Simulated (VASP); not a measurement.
Runs of VASP 6.6.1 on Os. The structure is that of space group Fm-3m (No. 225), or close to it. The cells are those of the table. 

```tsv
task	cell	k mesh	cutoff (eV)	gap on the mesh (eV)	pressure (GPa)
single point	a = 2.737 Å, angles 60.0°, 1 atom	23 × 23 × 23	520	none	-0.6
single point	a = 2.737 Å, angles 60.0°, 1 atom	16 × 16 × 16	520	none	-0.6
single point	a = 2.737 Å, angles 60.0°, 1 atom	14 × 14 × 14	600	none	-0.2
single point	a = 2.773 Å, angles 60.0°, 1 atom	16 × 16 × 16	520	none	-14.1
single point	a = 2.842 Å, angles 60.0°, 1 atom	16 × 16 × 16	520	none	(b)
relaxation of cell and atoms	relaxed from a = 2.705 Å, angles 60.0°, 1 atom	14 × 14 × 14	600	none	-0.1
single point	a = 2.700 Å, angles 60.0°, 1 atom	16 × 16 × 16	520	none	16.6
single point	a = 2.623 Å, angles 60.0°, 1 atom	16 × 16 × 16	520	none	65.9
single point	a = 2.808 Å, angles 60.0°, 1 atom	16 × 16 × 16	520	none	(a)
single point	a = 2.662 Å, angles 60.0°, 1 atom	16 × 16 × 16	520	none	38.3
```

Alike in all rows: level RPBE; potentials or basis VASP PAW PBE potentials, release 64 (Os); no spin polarisation; smearing fermi-dirac 0.1 eV.

**Question.** Fill in the values left out.

**Answer.** (a) -24.6; (b) -32.9.

Caveats: the PAW data sets were made with another functional, which shifts forces and pressure a little; spin-orbit coupling is left out, which moves the levels of the heavy elements.

A k mesh can miss the band edges, and the runs leave out spin-orbit coupling on Os.

A gap of «none» marks levels without a gap at the run's occupations.
